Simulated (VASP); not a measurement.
# Sc3BP2 (I4/mmm) in VASP: single point with PBE

Aim: the single point of Sc3BP2 with PBE.

Program: VASP 6.6.1. These are calculated values, not measurements. Logs are shortened: lines on timing, memory, paths and dates and some standing lists are left out, and cuts for length are marked.

## (1) The cell of the first run

Symmetry: I4/mmm, No. 139, tetragonal system. Conventional cell: a = 3.684 Å, b = 3.684 Å, c = 15.548 Å, α = 90.00°, β = 90.00°, γ = 90.00°. Within 3.3 Å of Sc (site symmetry 4mm) lie 1 B at 2.52 Å and 5 P at 2.61 to 2.65 Å. Within 3.4 Å of Sc (site symmetry 4/mmm) lie 4 B at 2.60 Å and 2 P at 2.61 Å. Within 3.3 Å of B (site symmetry 4/mmm) lie 6 Sc at 2.52 to 2.60 Å. Within 3.4 Å of P (site symmetry 4mm) lie 6 Sc at 2.61 to 2.65 Å.

## (2) Single point, PBE

Contents of INCAR:

```
SYSTEM = Sc3BP2
  PREC = Accurate
  ENCUT = 520
  EDIFF = 1E-6
  ISMEAR = 0
  SIGMA = 0.2
  LREAL = .FALSE.
  LASPH = .TRUE.
  NELM = 60
  ALGO = Normal
  ISIF = 2
  LWAVE = .FALSE.
  LCHARG = .FALSE.
  GGA = PE
  NBANDS = 32
```

Contents of KPOINTS:

```
Automatic mesh
0
G
  6 6 6
  0 0 0
```

Contents of POSCAR:

```
Sc3BP2
1.0
   -1.8418506628      1.8418506628      7.7738979111
    1.8418506628     -1.8418506628      7.7738979111
    1.8418506628      1.8418506628     -7.7738979111
Sc B P
3 1 2
Direct
    0.8379597943      0.8379597943      0.0000000000
    0.1620402057      0.1620402057      0.0000000000
    0.5000000000      0.5000000000      0.0000000000
    0.0000000000      0.0000000000      0.0000000000
    0.3322871436      0.3322871436      0.0000000000
    0.6677128564      0.6677128564      0.0000000000
```

Potentials or basis: VASP PAW PBE potentials, release 64 (Sc_sv, B, P).

Launch:

```bash
> cat potpaw_PBE.64/Sc_sv/POTCAR potpaw_PBE.64/B/POTCAR potpaw_PBE.64/P/POTCAR > POTCAR
> mpirun -np 1 vasp_std > vasp.out
```

OUTCAR:

```text
SYSTEM = Sc3BP2
   PREC = Accurate
   ENCUT = 520
   EDIFF = 1E-6
   ISMEAR = 0
   LREAL = .FALSE.
   LASPH = .TRUE.
   NELM = 60
   ISIF = 2
   GGA = PE

 ion  position               nearest neighbor table
   1  0.838  0.838  0.000-   4 2.52   5 2.61   5 2.61   5 2.61   5 2.61   6 2.65
   2  0.162  0.162  0.000-   4 2.52   6 2.61   6 2.61   6 2.61   6 2.61   5 2.65
   3  0.500  0.500  0.000-   4 2.60   4 2.60   4 2.60   4 2.60   6 2.61   5 2.61
   4  0.000  0.000  0.000-   1 2.52   2 2.52   3 2.60   3 2.60   3 2.60   3 2.60
   5  0.332  0.332  0.000-   1 2.61   1 2.61   1 2.61   1 2.61   3 2.61   2 2.65
   6  0.668  0.668  0.000-   2 2.61   2 2.61   2 2.61   2 2.61   3 2.61   1 2.65

  LATTYP: Found a body centered tetragonal cell.
 ALAT       =     3.6837013256
 C/A-ratio  =     4.2206993586

  Lattice vectors:

 A1 = (  -1.8418506628,   1.8418506628,   7.7738979111)
 A2 = (   1.8418506628,  -1.8418506628,   7.7738979111)
 A3 = (   1.8418506628,   1.8418506628,  -7.7738979111)

Analysis of symmetry for initial positions (statically):
=====================================================================
 Subroutine PRICEL returns:
 Original cell was already a primitive cell.

 Routine SETGRP: Setting up the symmetry group for a
 body centered tetragonal supercell.

 Subroutine GETGRP returns: Found 16 space group operations
 (whereof 16 operations were pure point group operations)
 out of a pool of 16 trial point group operations.

The static configuration has the point symmetry D_4h.

Analysis of symmetry for dynamics (positions and initial velocities):
=====================================================================
 Subroutine PRICEL returns:
 Original cell was already a primitive cell.

 Routine SETGRP: Setting up the symmetry group for a
 body centered tetragonal supercell.

 Subroutine GETGRP returns: Found 16 space group operations
 (whereof 16 operations were pure point group operations)
 out of a pool of 16 trial point group operations.

The dynamic configuration has the point symmetry D_4h.

 Subroutine INISYM returns: Found 16 space group operations
 (whereof 16 operations are pure point group operations),
 and found     1 'primitive' translations

----------------------------------------------------------------------------------------

                                     Primitive cell

  volume of cell :     105.4891

[... 99 lines left out ...]
   NSW    =      0    number of steps for IOM
   IBRION =     -1    ionic relax: 0-MD 1-quasi-New 2-CG
   NFREE  =      0    steps in history (QN), initial steepest desc. (CG)
   ISIF   =      2    stress and relaxation
   ISYM   =      2    0-nonsym 1-usesym 2-fastsym
   POTIM  = 0.5000    time-step for ionic-motion
   TEBEG  =    0.0;   TEEND  =   0.0 temperature during run
   PSTRESS=    0.0 pullay stress
   NELECT =      46.0000    total number of electrons
   NUPDOWN=      -1.0000    fix difference up-down
   EMIN   =  10.00;   EMAX   =-10.00  energy-range for DOS
   EFERMI =   0.00;   METHOD = LEGACY
   ISMEAR =     0;   SIGMA  =   0.20  broadening in eV -4-tet -1-fermi 0-gaus
   EFERMI_NEDOS =   21; number of points for ismear=-14 and -15
   IALGO  =     38    algorithm
   IMIX   =      4    mixing-type and parameters
     AMIX     =   0.40;   BMIX     =  1.00
     AMIX_MAG =   1.60;   BMIX_MAG =  1.00
  volume/ion in A,a.u.               =      17.58       118.65
  Fermi-wavevector in a.u.,A,eV,Ry     =   1.241438  2.345977 20.968854  1.541167
  Thomas-Fermi vector in A             =   2.375835
   LORBIT       =      0    0 simple, 1 ext, 2 COOP (PROOUT), +10 PAW based schemes
   GGA     = PE    functional components
   LHFCALC =     F    Hartree Fock is set to
   AEXX    =    0.0000 exact exchange contribution
   IVDW    =     0    specifies the selected vdW correction
   LEPSILON=     F    determine dielectric tensor
   LRPA    =     F    only Hartree local field effects (RPA)
 non-spin polarized calculation
 Gauss-broadening in eV      SIGMA  =   0.20
  energy-cutoff  :      520.00
  volume of cell :      105.49
 maximum number of plane-waves:      2864
 NGX is ok and might be reduce to    64
   NGX = 31   NGY = 31   NGZ = 31

 number of electron      46.0000002 magnetization

 Free energy of the ion-electron system (eV)
  ---------------------------------------------------
  ext. energy  EPLUGINS =         0.00000000
  ---------------------------------------------------
  free energy    TOTEN  =       -41.46360058 eV

  energy without entropy =      -41.38004454  energy(sigma->0) =      -41.42182256

 E-fermi :   4.7670     XC(G=0): -10.5570

 val. band max:        4.7668938285   @ k =  -0.1667  -0.3333   0.1667
 cond. band min:       4.7747713938   @ k =   0.3333   0.1667  -0.0000
 fundamental gap:      0.0078775652
 Fermi energy:         4.7669626615

 k-point     1 :       0.0000    0.0000    0.0000
  band No.  band energies     occupation
      1     -43.9494      2.00000
      2     -43.9119      2.00000
      3     -43.9066      2.00000
      4     -22.6335      2.00000
      5     -22.5751      2.00000
      6     -22.5685      2.00000
[... 829 lines left out ...]
     31       8.4125      0.00000
     32       8.5197      0.00000

 [... further k-points ...]

------------------------ aborting loop because EDIFF is reached ----------------------------------------

  FORCE on cell =-STRESS in cart. coord.  units (eV):
  Direction    XX          YY          ZZ          XY          YZ          ZX
  --------------------------------------------------------------------------------------
  -------------------------------------------------------------------------------------
  Total        0.0420395      0.0420395     -0.0459088      0.0000000      0.0000000      0.0000000
  in kB        0.6384996      0.6384996     -0.6972671      0.0000000      0.0000000      0.0000000
  external PRESSURE =       0.1932440 kB  Pullay stress =       0.0000000 kB

 VOLUME and BASIS-vectors are now :
 -----------------------------------------------------------------------------
  energy-cutoff  :      520.00
  volume of cell :      105.49
      direct lattice vectors                 reciprocal lattice vectors
    -1.841850663  1.841850663  7.773897911     0.000000000  0.271466091  0.064317799
     1.841850663 -1.841850663  7.773897911     0.271466091  0.000000000  0.064317799
     1.841850663  1.841850663 -7.773897911     0.271466091  0.271466091  0.000000000

 POSITION                                       TOTAL-FORCE (eV/Angst)
 -----------------------------------------------------------------------------------
      0.00000      0.00000     13.02843         0.000000      0.000000      0.024328
      0.00000      0.00000      2.51937         0.000000      0.000000     -0.024328
      0.00000      0.00000      7.77390         0.000000      0.000000     -0.000000
      0.00000      0.00000      0.00000         0.000000      0.000000     -0.000000
      0.00000      0.00000      5.16633        -0.000000     -0.000000     -0.013280
      0.00000      0.00000     10.38146         0.000000      0.000000      0.013280
 -----------------------------------------------------------------------------------
    total drift:                               -0.000000     -0.000000     -0.000000

  FREE ENERGIE OF THE ION-ELECTRON SYSTEM (eV)
  ---------------------------------------------------
  free  energy   TOTEN  =       -41.4636005765 eV

  energy  without entropy=      -41.3800445384  energy(sigma->0) =      -41.42182256
```

Wall time 6.3 min (1 thread of AMD EPYC 9R45 (Zen 5), shared host); peak memory 0.52 GiB.

What came out:

```
Free energy            : -41.4636 eV
Pressure               : 0.0 GPa
Largest force          : 0.024 eV/Å
Band gap on the k mesh : zero (band 23 reaches 5.45 eV, above the bottom of band 24 at 4.42 eV)
```

Forces on the atoms (eV/Å):
```
Sc   0.000  0.000  0.024
Sc   0.000  0.000 -0.024
Sc   0.000  0.000  0.000
B    0.000  0.000  0.000
P    0.000  0.000 -0.013
P    0.000  0.000  0.013
```

Stress tensor (GPa, compression positive):
```
 0.06  0.00  0.00
 0.00  0.06  0.00
 0.00  0.00 -0.07
```

Levels at points of the mesh, in eV from the Fermi level:
| k point | band 21 | band 22 | band 23 | band 24 | band 25 | band 26 |
| --- | --- | --- | --- | --- | --- | --- |
| (0.00, 0.00, 0.00) | 0.29 | 0.29 | 0.36 | 1.69 | 1.69 | 1.84 |
| (0.50, 0.00, 0.00) | -1.66 | -1.17 | -0.67 | -0.13 | 3.04 | 3.05 |
| (0.50, 0.50, 0.00) | -1.28 | -1.13 | -0.08 | 0.26 | 0.60 | 1.93 |
| (0.50, 0.50, 0.50) | -0.21 | 0.18 | 0.18 | 0.81 | 1.18 | 1.18 |

Caveat: the k points lie up to 0.40 Å⁻¹ apart.
